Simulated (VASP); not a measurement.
Fe, 2 atoms in the cell. The structure is tetragonal, space group P4/nmm (No. 129). Conventional cell: a = 2.866 Å, b = 2.866 Å, c = 2.866 Å, α = 90.00°, β = 90.00°, γ = 90.00°. Fe (site symmetry 4mm) has 14 Fe at 2.44 to 2.87 Å within 3.2 Å. 

| Property | Result |
| --- | --- |
| Program | VASP 6.6.1 |
| Task | single point |
| Functional | PBE |
| Potentials or basis | VASP PAW PBE potentials, release 64 (Fe) |
| Cutoff | 520 eV |
| k mesh | 2 × 2 × 2 |
| Occupations | fermi-dirac, width 0.272114 eV |
| Spin | non-collinear spin, typed start |
| Starting moments | [[0.0, 0.0, 2.0], [0.174, 0.0, 1.992]] μB |
| Dipole correction | no |
| Further INCAR settings | ALGO = Normal; EDIFF = 1e-06; NBANDS = 28 |

Potentials or basis: VASP PAW PBE potentials, release 64 (Fe).

Command:

```bash
$ cat potpaw_PBE.64/Fe/POTCAR > POTCAR
$ mpirun -np 1 vasp_ncl > vasp.out
```

Hardware: 1 thread of Intel(R) Xeon(R) Platinum 8559C (Emerald Rapids), with other jobs on the host.

Problem. How long does it take, and how much memory?

Solution. It took 16 s on 1 thread of Intel(R) Xeon(R) Platinum 8559C (Emerald Rapids), with other jobs on the host, peak memory 0.18 GiB. Counts: scf iterations 17, k points 8.
